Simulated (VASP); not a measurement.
# Ru (P6_3/mmc) in VASP: settings compared

Aim: see how the results for Ru move with the level of theory and the settings. Levels: LDA, r2SCAN, PBE-based screened hybrid with 25 % exact exchange. Tasks: single point.

Everything below comes from runs of VASP 6.6.1. Logs are shortened: lines on timing, memory, paths and dates and some standing lists are left out, and cuts for length are marked.

### 1 The cell of the first run

It takes space group P6_3/mmc (No. 194, hexagonal). The conventional cell has a = 2.724 Å, b = 2.724 Å, c = 4.310 Å, α = 90.00°, β = 90.00°, γ = 120.00°. Within 3.5 Å of Ru (site symmetry -6m2) lie 12 Ru at 2.67 to 2.72 Å.

### 2 Single point, LDA

The input, INCAR:

```
SYSTEM = Ru
PREC = Accurate ; ENCUT = 520
EDIFF = 1E-6 ; ISMEAR = -1
SIGMA = 0.05 ; LREAL = .FALSE.
LASPH = .TRUE. ; NELM = 60
ALGO = Normal ; ISIF = 2
LWAVE = .FALSE. ; LCHARG = .FALSE.
NBANDS = 21
```

The input, KPOINTS:

```
Automatic mesh
0
G
  11 11 6
  0 0 0
```

The input, POSCAR:

```
Ru
1.0
    2.7237197275      0.0000000000      0.0000000000
   -1.3618598638      2.3588104769      0.0000000000
    0.0000000000      0.0000000000      4.3102577801
Ru
2
Direct
    0.6666666667      0.3333333333      0.7500000000
    0.3333333333      0.6666666667      0.2500000000
```

Potentials or basis: VASP PAW LDA potentials, release 64 (Ru_pv).

The run is started by

```sh
$ cat potpaw_LDA.64/Ru_pv/POTCAR > POTCAR
$ mpirun -np 1 vasp_std > vasp.out
```

OUTCAR:

```text
SYSTEM = Ru
   PREC = Accurate
   ENCUT = 520
   EDIFF = 1E-6
   ISMEAR = -1
   LREAL = .FALSE.
   LASPH = .TRUE.
   NELM = 60
   ISIF = 2

 ion  position               nearest neighbor table
   1  0.667  0.333  0.750-   2 2.67   2 2.67   2 2.67   2 2.67   2 2.67   2 2.67
   2  0.333  0.667  0.250-   1 2.67   1 2.67   1 2.67   1 2.67   1 2.67   1 2.67

  LATTYP: Found a hexagonal cell.
 ALAT       =     2.7237197275
 C/A-ratio  =     1.5824894671

  Lattice vectors:

 A1 = (   2.7237197275,   0.0000000000,   0.0000000000)
 A2 = (  -1.3618598638,   2.3588104769,   0.0000000000)
 A3 = (   0.0000000000,   0.0000000000,   4.3102577801)

Analysis of symmetry for initial positions (statically):
=====================================================================
 Subroutine PRICEL returns:
 Original cell was already a primitive cell.

 Routine SETGRP: Setting up the symmetry group for a
 hexagonal supercell.

 Subroutine GETGRP returns: Found 24 space group operations
 (whereof 12 operations were pure point group operations)
 out of a pool of 24 trial point group operations.

The static configuration has the point symmetry D_3d.
 The point group associated with its full space group is D_6h.

Analysis of symmetry for dynamics (positions and initial velocities):
=====================================================================
 Subroutine PRICEL returns:
 Original cell was already a primitive cell.

 Routine SETGRP: Setting up the symmetry group for a
 hexagonal supercell.

 Subroutine GETGRP returns: Found 24 space group operations
 (whereof 12 operations were pure point group operations)
 out of a pool of 24 trial point group operations.

The dynamic configuration has the point symmetry D_3d.
 The point group associated with its full space group is D_6h.

 Subroutine INISYM returns: Found 24 space group operations
 (whereof 12 operations are pure point group operations),
 and found     1 'primitive' translations

----------------------------------------------------------------------------------------

                                     Primitive cell

  volume of cell :      27.6923

  direct lattice vectors                    reciprocal lattice vectors
     2.723719727  0.000000000  0.000000000     0.367144971  0.211971248  0.000000000
    -1.361859864  2.358810477  0.000000000     0.000000000  0.423942496  0.000000000
     0.000000000  0.000000000  4.310257780     0.000000000  0.000000000  0.232004685

  length of vectors
     2.723719727  2.723719728  4.310257780     0.423942496  0.423942496  0.232004685

  position of ions in fractional coordinates (direct lattice)
     0.666666667  0.333333333  0.750000000
     0.333333333  0.666666667  0.250000000

  ion indices of the primitive-cell ions
   primitive index   ion index
                 1           1
                 2           2

----------------------------------------------------------------------------------------

 KPOINTS: Automatic mesh

Automatic generation of k-mesh.
 Grid dimensions read from file:
 generate k-points for:   11   11    6

 Generating k-lattice:

  Cartesian coordinates                     Fractional coordinates (reciprocal lattice)
     0.033376816  0.019270113  0.000000000     0.090909091  0.000000000  0.000000000
     0.000000000  0.038540227  0.000000000     0.000000000  0.090909091  0.000000000
     0.000000000  0.000000000  0.038667448     0.000000000  0.000000000  0.166666667

  Length of vectors
     0.038540227  0.038540227  0.038667448

  Shift w.r.t. Gamma in fractional coordinates (k-lattice)
     0.000000000  0.000000000  0.000000000

 Subroutine IBZKPT returns following result:
 ===========================================

 Found     64 irreducible k-points:

 Following reciprocal coordinates:
            Coordinates               Weight
  0.000000  0.000000  0.000000      1.000000
  0.090909  0.000000  0.000000      6.000000
  0.181818  0.000000  0.000000      6.000000
  0.272727 -0.000000  0.000000      6.000000
  0.363636  0.000000  0.000000      6.000000
  0.454545 -0.000000  0.000000      6.000000
[... 16 lines left out ...]
  0.090909  0.090909  0.166667     12.000000
  0.181818  0.090909  0.166667     24.000000
 [... further k-points ...]
   k-points           NKPTS =     64   k-points in BZ     NKDIM =     64   number of bands    NBANDS=     21
   number of dos      NEDOS =    301   number of ions     NIONS =      2
   total plane-waves  NPLWV =  12800
   dimension x,y,z NGX =    20 NGY =   20 NGZ =   32
   dimension x,y,z NGXF=    40 NGYF=   40 NGZF=   64
   ions per type =               2
   NGX,Y,Z   is equivalent  to a cutoff of  12.21, 12.21, 12.34 a.u.
   NGXF,Y,Z  is equivalent  to a cutoff of  24.41, 24.41, 24.68 a.u.
 SYSTEM =  Ru
   PREC   = accura    normal or accurate (medium, high low for compatibility)
   ISTART =      0    job   : 0-new  1-cont  2-samecut
   ICHARG =      2    charge: 1-file 2-atom 10-const
   ISPIN  =      1    spin polarized calculation?
   LNONCOLLINEAR =      F non collinear calculations
   LSORBIT =      F    spin-orbit coupling
   LASPH  =      T    aspherical Exc in radial PAW
   ENCUT  =  520.0 eV  38.22 Ry    6.18 a.u.   5.06  5.06  8.01*2*pi/ulx,y,z
   NELM   =     60;   NELMIN=  2; NELMDL= -5     # of ELM steps
   EDIFF  = 0.1E-05   stopping-criterion for ELM
   LREAL  =      F    real-space projection
   EDIFFG = 0.1E-04   stopping-criterion for IOM
   NSW    =      0    number of steps for IOM
   IBRION =     -1    ionic relax: 0-MD 1-quasi-New 2-CG
   NFREE  =      0    steps in history (QN), initial steepest desc. (CG)
   ISIF   =      2    stress and relaxation
   ISYM   =      2    0-nonsym 1-usesym 2-fastsym
   POTIM  = 0.5000    time-step for ionic-motion
   TEBEG  =    0.0;   TEEND  =   0.0 temperature during run
   PSTRESS=    0.0 pullay stress
   NELECT =      28.0000    total number of electrons
   NUPDOWN=      -1.0000    fix difference up-down
   EMIN   =  10.00;   EMAX   =-10.00  energy-range for DOS
   EFERMI =   0.00;   METHOD = LEGACY
   ISMEAR =    -1;   SIGMA  =   0.05  broadening in eV -4-tet -1-fermi 0-gaus
   EFERMI_NEDOS =   21; number of points for ismear=-14 and -15
   IALGO  =     38    algorithm
   IMIX   =      4    mixing-type and parameters
     AMIX     =   0.40;   BMIX     =  1.00
     AMIX_MAG =   1.60;   BMIX_MAG =  1.00
  volume/ion in A,a.u.               =      13.85        93.44
  Fermi-wavevector in a.u.,A,eV,Ry     =   1.643140  3.105085 36.734499  2.699910
  Thomas-Fermi vector in A             =   2.733325
   LORBIT       =      0    0 simple, 1 ext, 2 COOP (PROOUT), +10 PAW based schemes
   GGA     = CA    functional components
   LHFCALC =     F    Hartree Fock is set to
   AEXX    =    0.0000 exact exchange contribution
   IVDW    =     0    specifies the selected vdW correction
   LEPSILON=     F    determine dielectric tensor
   LRPA    =     F    only Hartree local field effects (RPA)
 non-spin polarized calculation
  energy-cutoff  :      520.00
  volume of cell :       27.69
 maximum number of plane-waves:       764
   NGX = 11   NGY = 11   NGZ = 17

 number of electron      28.0000015 magnetization

 Free energy of the ion-electron system (eV)
  ---------------------------------------------------
  ext. energy  EPLUGINS =         0.00000000
  ---------------------------------------------------
  free energy    TOTEN  =       -21.30557352 eV

  energy without entropy =      -21.28829169  energy(sigma->0) =      -21.29693261

 E-fermi :  12.2643     XC(G=0): -14.2615

 val. band max:       12.2464912919   @ k =   0.2727  -0.0000   0.0000
 cond. band min:      12.2715253791   @ k =   0.3636   0.0000   0.3333
 fundamental gap:      0.0250340871
 Fermi energy:        12.2643318169

 k-point     1 :       0.0000    0.0000    0.0000
  band No.  band energies     occupation
      1     -31.0541      2.00000
      2     -30.1633      2.00000
      3     -30.1633      2.00000
      4     -30.0007      2.00000
      5     -30.0007      2.00000
      6     -29.9638      2.00000
[... 13 lines left out ...]
     20      22.3280      0.00000
     21      22.4220      0.00000

 k-point     2 :       0.0909    0.0000    0.0000
  band No.  band energies     occupation
      1     -31.0274      2.00000
      2     -30.2198      2.00000
      3     -30.1824      2.00000
      4     -30.0595      2.00000
      5     -30.0085      2.00000
      6     -29.9763      2.00000
[... 13 lines left out ...]
     20      22.3280      0.00000
     21      22.3963      0.00000

 k-point     3 :       0.1818    0.0000    0.0000
  band No.  band energies     occupation
      1     -30.9515      2.00000
      2     -30.3712      2.00000
      3     -30.2316      2.00000
      4     -30.2136      2.00000
      5     -30.0311      2.00000
      6     -30.0139      2.00000
[... 13 lines left out ...]
     20      22.3280      0.00000
     21      22.3555      0.00000

 k-point     4 :       0.2727   -0.0000    0.0000
  band No.  band energies     occupation
      1     -30.8393      2.00000
      2     -30.5696      2.00000
      3     -30.4080      2.00000
      4     -30.2932      2.00000
      5     -30.0759      2.00000
      6     -30.0628      2.00000
[... 13 lines left out ...]
     20      22.3279      0.00000
     21      22.3398      0.00000

 k-point     5 :       0.3636    0.0000    0.0000
  band No.  band energies     occupation
      1     -30.7517      2.00000
      2     -30.7125      2.00000
      3     -30.5798      2.00000
      4     -30.3478      2.00000
      5     -30.1561      2.00000
      6     -30.0934      2.00000
[... 13 lines left out ...]
     20      22.3218      0.00000
     21      22.3280      0.00000
[... 382 lines left out ...]
     20      22.3277      0.00000
     21      23.1639      0.00000

 k-point    22 :       0.4545   -0.0000    0.1667
  band No.  band energies     occupation
      1     -30.9145      2.00000
      2     -30.7409      2.00000
      3     -30.5157      2.00000
      4     -30.3620      2.00000
      5     -30.2049      2.00000
      6     -30.1303      2.00000
[... 13 lines left out ...]
     20      22.3267      0.00000
     21      22.6326      0.00000

 k-point    23 :       0.0909    0.0909    0.1667
  band No.  band energies     occupation
      1     -30.9223      2.00000
      2     -30.2924      2.00000
      3     -30.2497      2.00000
      4     -30.1770      2.00000
      5     -30.0453      2.00000
      6     -30.0257      2.00000
[... 13 lines left out ...]
     20      22.3279      0.00000
     21      23.6709      0.00000

 k-point    24 :       0.1818    0.0909    0.1667
  band No.  band energies     occupation
      1     -30.8559      2.00000
      2     -30.4442      2.00000
      3     -30.3983      2.00000
      4     -30.2510      2.00000
      5     -30.0888      2.00000
      6     -30.0588      2.00000
[... 13 lines left out ...]
     20      22.3279      0.00000
     21      23.8093      0.00000

 [... further k-points ...]

------------------------ aborting loop because EDIFF is reached ----------------------------------------

  FORCE on cell =-STRESS in cart. coord.  units (eV):
  Direction    XX          YY          ZZ          XY          YZ          ZX
  --------------------------------------------------------------------------------------
  -------------------------------------------------------------------------------------
  Total       -2.9179927     -2.9179927     -3.1154947      0.0000000      0.0000000     -0.0000000
  in kB     -168.8247322   -168.8247322   -180.2515006      0.0000000      0.0000000     -0.0000000
  external PRESSURE =    -172.6336550 kB  Pullay stress =       0.0000000 kB

 VOLUME and BASIS-vectors are now :
 -----------------------------------------------------------------------------
  energy-cutoff  :      520.00
  volume of cell :       27.69
      direct lattice vectors                 reciprocal lattice vectors
     2.723719727  0.000000000  0.000000000     0.367144971  0.211971248  0.000000000
    -1.361859864  2.358810477  0.000000000     0.000000000  0.423942496  0.000000000
     0.000000000  0.000000000  4.310257780     0.000000000  0.000000000  0.232004685

 POSITION                                       TOTAL-FORCE (eV/Angst)
 -----------------------------------------------------------------------------------
      1.36186      0.78627      3.23269        -0.000000      0.000000      0.000000
     -0.00000      1.57254      1.07756         0.000000      0.000000      0.000000
 -----------------------------------------------------------------------------------
    total drift:                                0.000000     -0.000000      0.000000

  FREE ENERGIE OF THE ION-ELECTRON SYSTEM (eV)
  ---------------------------------------------------
  free  energy   TOTEN  =       -21.3055735232 eV

  energy  without entropy=      -21.2882916937  energy(sigma->0) =      -21.29693261
```

Wall time 37 s (1 thread of Intel Xeon 8259CL, shared host); peak memory 0.15 GiB.

What came out:

* Free energy: -21.3056 eV
* Pressure: -17.3 GPa
* Band gap on the k mesh: zero (bands 14 and 15 overlap by 2.99 eV)

Stress tensor (GPa, compression positive):
```
-16.88   0.00   0.00
  0.00 -16.88   0.00
  0.00   0.00 -18.03
```

Levels at points of the mesh, in eV from the Fermi level:
| k point | band 12 | band 13 | band 14 | band 15 | band 16 | band 17 |
| --- | --- | --- | --- | --- | --- | --- |
| (0.00, 0.00, 0.00) | -1.80 | -1.80 | -1.29 | -1.29 | 1.23 | 1.23 |
| (0.00, 0.00, 0.50) | -2.63 | -2.60 | -2.60 | 0.60 | 0.60 | 0.60 |

Caveat: the cell stands under tension.

(Continued in part 2 of 2.)

The gap in the log of VASP goes by the Fermi energy; the results here count the filled bands.